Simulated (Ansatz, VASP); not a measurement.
## One calculation of NiGe, two programs

```xyz
2
Lattice="2.6719 0.0000 0.0000 0.0000 2.6719 0.0000 0.0000 0.0000 3.6338" Properties=species:S:1:pos:R:3 pbc="T T T"
Ni    0.0000    0.0000    0.0000
Ge    1.3360    1.3360    1.8169
```

Alike in both runs: task single point; functional r2SCAN; k mesh 6 × 6 × 6; occupations gaussian, width 0.1 eV; collinear spin.

|  | VASP | Ansatz |
| --- | --- | --- |
| version | VASP 6.6.1 | Ansatz 0.2.0 |
| potentials or method | VASP PAW PBE potentials, release 64 (Ni, Ge_d), cutoff 520 eV | scalar-relativistic, plane waves, PAW |
| valence electrons in the cell | 24 | 32 |

Ansatz gave:

| Property | Result |
| --- | --- |
| gap on the k mesh at the Fermi level (eV) | none |
| pressure (GPa) | -4.2 |
| traceless stress, the component that is largest in VASP (GPa) | -8.37 |
| net moment per atom (μB) | 0.00 |

Q: Estimate VASP's values.

A: gap on the k mesh at the Fermi level (eV): none; pressure (GPa): -4.2; traceless stress, the component that is largest in VASP (GPa): -8.39; net moment per atom (μB): 0.00.

VASP's potentials were made for PBE, not for r2SCAN. A gap of «none» marks a metal or a gap that the smearing closes. VASP's potentials hold 24 valence electrons a cell and Ansatz's 32, so a difference there can come from the potentials and not from the codes. Ansatz's warnings: seeded moment not kept, stability check not made.

The k mesh is coarse, so the values compare programs but aren't converged.
